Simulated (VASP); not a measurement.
# La (Im-3m) in VASP: a series of runs

Runs on La. Level: PBEsol. Tasks: single point.

All numbers are computed with VASP 6.6.1; they aren't measurements. Logs are shortened: lines on timing, memory, paths and dates and some standing lists are left out, and cuts for length are marked.

## 1. The cell of the first run

The structure is cubic, space group Im-3m (No. 229). Conventional cell: a = 3.490 Å, b = 3.490 Å, c = 3.490 Å, α = 90.00°, β = 90.00°, γ = 90.00°. Within 4.0 Å of La (site symmetry m-3m) lie 14 La at 3.02 to 3.49 Å.

This isn't the form of La at room conditions, which is double hcp.

## 2. Single point, PBEsol

The input, INCAR:

```
SYSTEM = La
ALGO = Normal
EDIFF = 1E-6
ENCUT = 520
GGA = PS
ISIF = 2
ISMEAR = -1
LASPH = .TRUE.
LCHARG = .FALSE.
LREAL = .FALSE.
LWAVE = .FALSE.
NBANDS = 12
NELM = 60
PREC = Accurate
SIGMA = 0.05
```

The input, KPOINTS:

```
k-points
0
G
  9 9 9
  0 0 0
```

The input, POSCAR:

```
La
1.0
   -1.7452158806      1.7452158806      1.7452158806
    1.7452158806     -1.7452158806      1.7452158806
    1.7452158806      1.7452158806     -1.7452158806
La
1
Direct
    0.0000000000      0.0000000000      0.0000000000
```

Potentials or basis: VASP PAW PBE potentials, release 64 (La).

Started as:

```bash
cat potpaw_PBE.64/La/POTCAR > POTCAR
mpirun -np 1 vasp_std > vasp.out
```

OUTCAR:

```text
SYSTEM = La
   EDIFF = 1E-6
   ENCUT = 520
   GGA = PS
   ISIF = 2
   ISMEAR = -1
   LASPH = .TRUE.
   LREAL = .FALSE.
   NELM = 60
   PREC = Accurate

 ion  position               nearest neighbor table
   1  0.000  0.000  0.000-

  LATTYP: Found a body centered cubic cell.
 ALAT       =     3.4904317612

  Lattice vectors:

 A1 = (  -1.7452158806,   1.7452158806,   1.7452158806)
 A2 = (   1.7452158806,  -1.7452158806,   1.7452158806)
 A3 = (   1.7452158806,   1.7452158806,  -1.7452158806)

Analysis of symmetry for initial positions (statically):
=====================================================================
 Subroutine PRICEL returns:
 Original cell was already a primitive cell.

 Routine SETGRP: Setting up the symmetry group for a
 body centered cubic supercell.

 Subroutine GETGRP returns: Found 48 space group operations
 (whereof 48 operations were pure point group operations)
 out of a pool of 48 trial point group operations.

The static configuration has the point symmetry O_h .

Analysis of symmetry for dynamics (positions and initial velocities):
=====================================================================
 Subroutine PRICEL returns:
 Original cell was already a primitive cell.

 Routine SETGRP: Setting up the symmetry group for a
 body centered cubic supercell.

 Subroutine GETGRP returns: Found 48 space group operations
 (whereof 48 operations were pure point group operations)
 out of a pool of 48 trial point group operations.

The dynamic configuration has the point symmetry O_h .

 Subroutine INISYM returns: Found 48 space group operations
 (whereof 48 operations are pure point group operations),
 and found     1 'primitive' translations

----------------------------------------------------------------------------------------

                                     Primitive cell

  volume of cell :      21.2622

  direct lattice vectors                    reciprocal lattice vectors
    -1.745215881  1.745215881  1.745215881     0.000000000  0.286497508  0.286497508
     1.745215881 -1.745215881  1.745215881     0.286497508  0.000000000  0.286497508
     1.745215881  1.745215881 -1.745215881     0.286497508  0.286497508  0.000000000

  length of vectors
     3.022802575  3.022802575  3.022802575     0.405168661  0.405168661  0.405168661

  position of ions in fractional coordinates (direct lattice)
     0.000000000  0.000000000  0.000000000
[... 81 lines left out ...]
   NFREE  =      0    steps in history (QN), initial steepest desc. (CG)
   ISIF   =      2    stress and relaxation
   ISYM   =      2    0-nonsym 1-usesym 2-fastsym
   POTIM  = 0.5000    time-step for ionic-motion
   TEBEG  =    0.0;   TEEND  =   0.0 temperature during run
   PSTRESS=    0.0 pullay stress
   NELECT =      11.0000    total number of electrons
   NUPDOWN=      -1.0000    fix difference up-down
   EMIN   =  10.00;   EMAX   =-10.00  energy-range for DOS
   EFERMI =   0.00;   METHOD = LEGACY
   ISMEAR =    -1;   SIGMA  =   0.05  broadening in eV -4-tet -1-fermi 0-gaus
   EFERMI_NEDOS =   21; number of points for ismear=-14 and -15
   IALGO  =     38    algorithm
   IMIX   =      4    mixing-type and parameters
     AMIX     =   0.40;   BMIX     =  1.00
     AMIX_MAG =   1.60;   BMIX_MAG =  1.00
  volume/ion in A,a.u.               =      21.26       143.48
  Fermi-wavevector in a.u.,A,eV,Ry     =   1.314226  2.483526 23.499830  1.727189
  Thomas-Fermi vector in A             =   2.444493
   LORBIT       =      0    0 simple, 1 ext, 2 COOP (PROOUT), +10 PAW based schemes
   GGA     = PS    functional components
   LHFCALC =     F    Hartree Fock is set to
   AEXX    =    0.0000 exact exchange contribution
   IVDW    =     0    specifies the selected vdW correction
   LEPSILON=     F    determine dielectric tensor
   LRPA    =     F    only Hartree local field effects (RPA)
 non-spin polarized calculation
  energy-cutoff  :      520.00
  volume of cell :       21.26
 maximum number of plane-waves:       603
   NGX = 11   NGY = 11   NGZ = 11

 number of electron      10.9999999 magnetization

 Free energy of the ion-electron system (eV)
  ---------------------------------------------------
  ext. energy  EPLUGINS =         0.00000000
  ---------------------------------------------------
  free energy    TOTEN  =        -4.37581300 eV

  energy without entropy =       -4.35681121  energy(sigma->0) =       -4.36631210

 E-fermi :  14.3265     XC(G=0): -12.2102

 val. band max:       14.3264156768   @ k =   0.1111   0.1111   0.1111
 cond. band min:      14.3613231314   @ k =  -0.4444  -0.4444   0.1111
 fundamental gap:      0.0349074547
 Fermi energy:        14.3264651254

 k-point     1 :       0.0000    0.0000    0.0000
  band No.  band energies     occupation
      1     -18.6912      2.00000
      2       1.0949      2.00000
      3       1.0949      2.00000
      4       1.0949      2.00000
      5      13.3172      2.00000
      6      16.2542      0.00000
      7      16.2542      0.00000
      8      16.2542      0.00000
      9      16.4743      0.00000
     10      16.4743      0.00000
     11      16.4743      0.00000
     12      18.5277      0.00000
[... 331 lines left out ...]
 k-point    24 :      -0.4444   -0.4444    0.1111
  band No.  band energies     occupation
      1     -17.0084      2.00000
      2      -3.9487      2.00000
      3      -1.6833      2.00000
      4       0.1165      2.00000
      5      12.8112      2.00000
      6      14.3613      0.66488
      7      15.5406      0.00000
      8      16.2341      0.00000
      9      17.5230      0.00000
     10      18.2761      0.00000
     11      18.3500      0.00000
     12      18.3867      0.00000

 [... further k-points ...]

------------------------ aborting loop because EDIFF is reached ----------------------------------------

  FORCE on cell =-STRESS in cart. coord.  units (eV):
  Direction    XX          YY          ZZ          XY          YZ          ZX
  --------------------------------------------------------------------------------------
  -------------------------------------------------------------------------------------
  Total        4.0245284      4.0245284      4.0245284     -0.0000000     -0.0000000     -0.0000000
  in kB      303.2620860    303.2620860    303.2620860     -0.0000000     -0.0000000     -0.0000000
  external PRESSURE =     303.2620860 kB  Pullay stress =       0.0000000 kB

 VOLUME and BASIS-vectors are now :
 -----------------------------------------------------------------------------
  energy-cutoff  :      520.00
  volume of cell :       21.26
      direct lattice vectors                 reciprocal lattice vectors
    -1.745215881  1.745215881  1.745215881     0.000000000  0.286497508  0.286497508
     1.745215881 -1.745215881  1.745215881     0.286497508  0.000000000  0.286497508
     1.745215881  1.745215881 -1.745215881     0.286497508  0.286497508  0.000000000

 POSITION                                       TOTAL-FORCE (eV/Angst)
 -----------------------------------------------------------------------------------
      0.00000      0.00000      0.00000         0.000000      0.000000     -0.000000
 -----------------------------------------------------------------------------------
    total drift:                                0.000000     -0.000000     -0.000000

  FREE ENERGIE OF THE ION-ELECTRON SYSTEM (eV)
  ---------------------------------------------------
  free  energy   TOTEN  =        -4.3758129975 eV

  energy  without entropy=       -4.3568112115  energy(sigma->0) =       -4.36631210
```

OSZICAR:

```text
N       E                     dE             d eps       ncg     rms          rms(c)
DAV:   1     0.786038343487E+02    0.78604E+02   -0.39642E+03   872   0.134E+03
DAV:   2     0.111168506963E+01   -0.77492E+02   -0.72326E+02   984   0.202E+02
DAV:   3    -0.436209371465E+01   -0.54738E+01   -0.52312E+01  1248   0.770E+01
DAV:   4    -0.455813880679E+01   -0.19605E+00   -0.19185E+00  1528   0.105E+01
DAV:   5    -0.456402040491E+01   -0.58816E-02   -0.58757E-02  1332   0.173E+00    0.625E+00
DAV:   6    -0.443754565863E+01    0.12647E+00   -0.80534E-02  1396   0.267E+00    0.345E+00
DAV:   7    -0.437801521146E+01    0.59530E-01   -0.59965E-02  1496   0.203E+00    0.461E-01
DAV:   8    -0.437578224914E+01    0.22330E-02   -0.39815E-03  1220   0.721E-01    0.431E-02
DAV:   9    -0.437580031201E+01   -0.18063E-04   -0.35850E-04  1476   0.142E-01    0.256E-02
DAV:  10    -0.437581112749E+01   -0.10815E-04   -0.44560E-05  1156   0.577E-02    0.105E-02
DAV:  11    -0.437581235457E+01   -0.12271E-05   -0.70030E-06  1448   0.217E-02    0.440E-03
DAV:  12    -0.437581346214E+01   -0.11076E-05   -0.80659E-06  1024   0.226E-02    0.213E-03
DAV:  13    -0.437581299746E+01    0.46468E-06   -0.49927E-07   808   0.913E-03
   1 F= -.43758130E+01 E0= -.43663121E+01  d E =-.190018E-01
```

Wall time 15 s (1 thread of Intel Xeon 8259CL, shared host); peak memory 0.15 GiB.

Results:

- Free energy: -4.3758 eV
- Pressure: 30.3 GPa
- Band gap on the k mesh: zero (an odd number of electrons rules out a gap without spin polarisation)

Caveat: the cell stands under pressure; the PAW data sets were made with another functional, which shifts forces and pressure a little; spin-orbit coupling is left out, which moves the levels of the heavy elements.

## 3. Single point, PBEsol

This run uses another cell than the first one, of 23.47 Å³/atom.

The input, INCAR:

```
SYSTEM = La
  PREC = Accurate
  ENCUT = 520
  EDIFF = 1E-6
  ISMEAR = -1
  SIGMA = 0.05
  LREAL = .FALSE.
  LASPH = .TRUE.
  NELM = 80
  ALGO = Fast
  ISIF = 2
  LWAVE = .FALSE.
  LCHARG = .FALSE.
  GGA = PS
  NBANDS = 12
```

The input, KPOINTS:

```
regular mesh
0
G
  9 9 9
  0 0 0
```

The input, POSCAR:

```
La
1.0
   -1.8035760956      1.8035760956      1.8035760956
    1.8035760956     -1.8035760956      1.8035760956
    1.8035760956      1.8035760956     -1.8035760956
La
1
Direct
    0.0000000000      0.0000000000      0.0000000000
```

Potentials or basis: VASP PAW PBE potentials, release 64 (La).

Started as:

```bash
cat potpaw_PBE.64/La/POTCAR > POTCAR
mpirun -np 1 vasp_std > vasp.out
```

Wall time 38 s (1 thread of Intel Xeon 8259CL, shared host); peak memory 0.15 GiB.

Results (log left out):

```
Free energy            : -4.7192 eV
Pressure               : 20.3 GPa
Band gap on the k mesh : zero (an odd number of electrons rules out a gap without spin polarisation)
```

Levels at points of the mesh, in eV from the Fermi level:
| k point | band 3 | band 4 | band 5 | band 6 | band 7 | band 8 |
| --- | --- | --- | --- | --- | --- | --- |
| (0.00, 0.00, 0.00) | -13.75 | -13.75 | -1.72 | 1.97 | 1.97 | 1.97 |

Caveat: the cell stands under pressure; the PAW data sets were made with another functional, which shifts forces and pressure a little; spin-orbit coupling is left out, which moves the levels of the heavy elements.

(Part 1 of 2 ends here.)
